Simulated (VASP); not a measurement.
# CrBiF3 (Pm-3m) in VASP: single point with r2SCAN

Aim: the single point of CrBiF3 with r2SCAN.

Everything below comes from runs of VASP 6.6.1. Logs are shortened: lines on timing, memory, paths and dates and some standing lists are left out, and cuts for length are marked.

## 1. The cell of the first run

Symmetry: Pm-3m, No. 221, cubic system. The conventional cell has a = 3.828 Å, b = 3.828 Å, c = 3.828 Å, α = 90.00°, β = 90.00°, γ = 90.00°. Bi (site symmetry m-3m) has 12 F at 2.71 Å and 8 Cr at 3.32 Å within 3.6 Å. Within 2.5 Å of Cr (site symmetry m-3m) lie 6 F at 1.91 Å. Within 2.5 Å of F (site symmetry 4/mmm) lie 2 Cr at 1.91 Å.

## 2. Single point, r2SCAN

POSCAR reads:

```
CrBiF3
1.0
    3.8281916900      0.0000000000      0.0000000000
    0.0000000000      3.8281916900      0.0000000000
    0.0000000000      0.0000000000      3.8281916900
Bi Cr F
1 1 3
Direct
    0.5000000000      0.5000000000      0.5000000000
    0.0000000000      0.0000000000      0.0000000000
    0.5000000000      0.0000000000      0.0000000000
    0.0000000000      0.5000000000      0.0000000000
    0.0000000000      0.0000000000      0.5000000000
```

INCAR.step1 reads:

```
SYSTEM = CrBiF3
  PREC = Accurate
  ENCUT = 520
  ISMEAR = -1
  SIGMA = 0.1
  LREAL = .False.
  LASPH = .True.
  NELM = 100
  NBANDS = 32
  GGA = PE
  ALGO = Normal
  EDIFF = 1E-4
  LWAVE = .True.
  LCHARG = .False.
```

INCAR.step2 reads:

```
SYSTEM = CrBiF3
  PREC = Accurate
  ENCUT = 520
  EDIFF = 1E-7
  ISMEAR = -1
  SIGMA = 0.1
  LREAL = .False.
  LASPH = .True.
  NELM = 100
  ALGO = Normal
  ISIF = 2
  LWAVE = .False.
  LCHARG = .False.
  METAGGA = R2SCAN
  LMIXTAU = .True.
  NBANDS = 32
  ISTART = 1
```

KPOINTS reads:

```
regular mesh
0
Gamma
  5 5 5
  0 0 0
```

Potentials or basis: VASP PAW PBE potentials, release 64 (Bi_d, Cr_pv, F).

Launch:

```
> cat potpaw_PBE.64/Bi_d/POTCAR potpaw_PBE.64/Cr_pv/POTCAR potpaw_PBE.64/F/POTCAR > POTCAR
> cp INCAR.step1 INCAR
> mpirun -np 1 vasp_std > vasp.out
> cp INCAR.step2 INCAR
> mpirun -np 1 vasp_std > vasp.out
```

OUTCAR:

```text
SYSTEM = CrBiF3
   PREC = Accurate
   ENCUT = 520
   EDIFF = 1E-7
   ISMEAR = -1
   LREAL = .False.
   LASPH = .True.
   NELM = 100
   ISIF = 2
   METAGGA = R2SCAN
   ISTART = 1

 ion  position               nearest neighbor table
   1  0.500  0.500  0.500-   3 2.71   4 2.71   5 2.71   3 2.71   4 2.71   3 2.71   5 2.71   3 2.71
                             4 2.71   5 2.71   4 2.71   5 2.71   2 3.32   2 3.32   2 3.32   2 3.32
   2  0.000  0.000  0.000-   3 1.91   4 1.91   5 1.91   5 1.91   4 1.91   3 1.91   1 3.32   1 3.32
                             1 3.32   1 3.32   1 3.32   1 3.32   1 3.32   1 3.32
   3  0.500  0.000  0.000-   2 1.91   2 1.91   1 2.71   1 2.71   1 2.71   1 2.71
   4  0.000  0.500  0.000-   2 1.91   2 1.91   1 2.71   1 2.71   1 2.71   1 2.71
   5  0.000  0.000  0.500-   2 1.91   2 1.91   1 2.71   1 2.71   1 2.71   1 2.71

  LATTYP: Found a simple cubic cell.
 ALAT       =     3.8281916900

  Lattice vectors:

 A1 = (   3.8281916900,   0.0000000000,   0.0000000000)
 A2 = (   0.0000000000,   3.8281916900,   0.0000000000)
 A3 = (   0.0000000000,   0.0000000000,   3.8281916900)

Analysis of symmetry for initial positions (statically):
=====================================================================
 Subroutine PRICEL returns:
 Original cell was already a primitive cell.

 Routine SETGRP: Setting up the symmetry group for a
 simple cubic supercell.

 Subroutine GETGRP returns: Found 48 space group operations
 (whereof 48 operations were pure point group operations)
 out of a pool of 48 trial point group operations.

The static configuration has the point symmetry O_h .

Analysis of symmetry for dynamics (positions and initial velocities):
=====================================================================
 Subroutine PRICEL returns:
 Original cell was already a primitive cell.

 Routine SETGRP: Setting up the symmetry group for a
 simple cubic supercell.

 Subroutine GETGRP returns: Found 48 space group operations
 (whereof 48 operations were pure point group operations)
 out of a pool of 48 trial point group operations.

The dynamic configuration has the point symmetry O_h .

 Subroutine INISYM returns: Found 48 space group operations
 (whereof 48 operations are pure point group operations),
 and found     1 'primitive' translations

[... 84 lines left out ...]
   NELM   =    100;   NELMIN=  2; NELMDL=  0     # of ELM steps
   EDIFF  = 0.1E-06   stopping-criterion for ELM
   LREAL  =      F    real-space projection
   EDIFFG = 0.1E-05   stopping-criterion for IOM
   NSW    =      0    number of steps for IOM
   IBRION =     -1    ionic relax: 0-MD 1-quasi-New 2-CG
   NFREE  =      0    steps in history (QN), initial steepest desc. (CG)
   ISIF   =      2    stress and relaxation
   ISYM   =      2    0-nonsym 1-usesym 2-fastsym
   POTIM  = 0.5000    time-step for ionic-motion
   TEBEG  =    0.0;   TEEND  =   0.0 temperature during run
   PSTRESS=    0.0 pullay stress
   NELECT =      48.0000    total number of electrons
   NUPDOWN=      -1.0000    fix difference up-down
   EMIN   =  10.00;   EMAX   =-10.00  energy-range for DOS
   EFERMI =   0.00;   METHOD = LEGACY
   ISMEAR =    -1;   SIGMA  =   0.10  broadening in eV -4-tet -1-fermi 0-gaus
   EFERMI_NEDOS =   21; number of points for ismear=-14 and -15
   IALGO  =     38    algorithm
   IMIX   =      4    mixing-type and parameters
     AMIX     =   0.40;   BMIX     =  1.00
     AMIX_MAG =   1.60;   BMIX_MAG =  1.00
  volume/ion in A,a.u.               =      11.22        75.72
  Fermi-wavevector in a.u.,A,eV,Ry     =   1.554157  2.936931 32.863568  2.415404
  Thomas-Fermi vector in A             =   2.658284
   LORBIT       =      0    0 simple, 1 ext, 2 COOP (PROOUT), +10 PAW based schemes
   METAGGA = R2SCAN    functional components
   LHFCALC =     F    Hartree Fock is set to
   AEXX    =    0.0000 exact exchange contribution
   IVDW    =     0    specifies the selected vdW correction
   LEPSILON=     F    determine dielectric tensor
   LRPA    =     F    only Hartree local field effects (RPA)
 non-spin polarized calculation
  energy-cutoff  :      520.00
  volume of cell :       56.10
 maximum number of plane-waves:      1522
   NGX = 15   NGY = 15   NGZ = 15

 number of electron      47.9999967 magnetization

 Free energy of the ion-electron system (eV)
  ---------------------------------------------------
  ext. energy  EPLUGINS =         0.00000000
  ---------------------------------------------------
  free energy    TOTEN  =       -87.85803622 eV

  energy without entropy =      -87.68967883  energy(sigma->0) =      -87.77385753

 E-fermi :  10.1662     XC(G=0): -12.8150

 val. band max:       10.1300688130   @ k =   0.4000   0.2000   0.2000
 cond. band min:      10.2722145420   @ k =   0.4000   0.4000   0.2000
 fundamental gap:      0.1421457290
 Fermi energy:        10.1662044162

 k-point     1 :       0.0000    0.0000    0.0000
  band No.  band energies     occupation
      1     -34.7870      2.00000
      2     -34.7866      2.00000
      3     -34.7866      2.00000
      4     -18.9046      2.00000
      5     -18.1415      2.00000
      6     -18.1415      2.00000
[... 339 lines left out ...]
     31      18.3363      0.00000
     32      18.3363      0.00000

------------------------ aborting loop because EDIFF is reached ----------------------------------------

  FORCE on cell =-STRESS in cart. coord.  units (eV):
  Direction    XX          YY          ZZ          XY          YZ          ZX
  --------------------------------------------------------------------------------------
  -------------------------------------------------------------------------------------
  Total       12.5909028     12.5909028     12.5909028     -0.0000000     -0.0000000      0.0000000
  in kB      359.5724629    359.5724629    359.5724629     -0.0000000     -0.0000000      0.0000000
  external PRESSURE =     359.5724629 kB  Pullay stress =       0.0000000 kB

 VOLUME and BASIS-vectors are now :
 -----------------------------------------------------------------------------
  energy-cutoff  :      520.00
  volume of cell :       56.10
      direct lattice vectors                 reciprocal lattice vectors
     3.828191690  0.000000000  0.000000000     0.261219939  0.000000000  0.000000000
     0.000000000  3.828191690  0.000000000     0.000000000  0.261219939  0.000000000
     0.000000000  0.000000000  3.828191690     0.000000000  0.000000000  0.261219939

 POSITION                                       TOTAL-FORCE (eV/Angst)
 -----------------------------------------------------------------------------------
      1.91410      1.91410      1.91410         0.000000      0.000000      0.000000
      0.00000      0.00000      0.00000         0.000000      0.000000      0.000000
      1.91410      0.00000      0.00000         0.000000      0.000000      0.000000
      0.00000      1.91410      0.00000         0.000000      0.000000      0.000000
      0.00000      0.00000      1.91410         0.000000      0.000000      0.000000
 -----------------------------------------------------------------------------------
    total drift:                                0.000000      0.000000     -0.000000

  FREE ENERGIE OF THE ION-ELECTRON SYSTEM (eV)
  ---------------------------------------------------
  free  energy   TOTEN  =       -87.8580362174 eV

  energy  without entropy=      -87.6896788330  energy(sigma->0) =      -87.77385753
```

OUTCAR.step1:

```text
SYSTEM = CrBiF3
   PREC = Accurate
   ENCUT = 520
   ISMEAR = -1
   LREAL = .False.
   LASPH = .True.
[... 566 lines left out ...]
      1.91410      0.00000      0.00000         0.000000      0.000000      0.000000
      0.00000      1.91410      0.00000         0.000000      0.000000      0.000000
      0.00000      0.00000      1.91410         0.000000      0.000000      0.000000
 -----------------------------------------------------------------------------------
    total drift:                                0.000000      0.000000     -0.000000

  FREE ENERGIE OF THE ION-ELECTRON SYSTEM (eV)
  ---------------------------------------------------
  free  energy   TOTEN  =       -22.9997240213 eV

  energy  without entropy=      -22.8280421164  energy(sigma->0) =      -22.91388307
```

Wall time 51 s (1 thread of Intel Xeon Platinum 8488C (Sapphire Rapids), shared host); peak memory 0.17 GiB.

What came out:

- Free energy: -87.8580 eV
- Pressure: 36.0 GPa
- Band gap on the k mesh: zero (band 24 reaches 10.55 eV, above the bottom of band 25 at 9.82 eV)

Levels at points of the mesh, in eV from the Fermi level:
| k point | band 22 | band 23 | band 24 | band 25 | band 26 | band 27 |
| --- | --- | --- | --- | --- | --- | --- |
| (0.00, 0.00, 0.00) | -1.05 | -1.05 | -1.05 | 1.29 | 1.29 | 2.46 |

Caveat: the PAW data sets were made with another functional, which shifts forces and pressure a little; spin-orbit coupling is left out, which moves the levels of the heavy elements; the run has no spin polarisation, though such a crystal can be magnetic; semilocal functionals often make such compounds metallic where correlation or magnetic order opens a gap, which also shifts bond lengths. With open d or f shells a metallic result of r2SCAN can be an artefact of self-interaction; +U or a hybrid may open a gap.
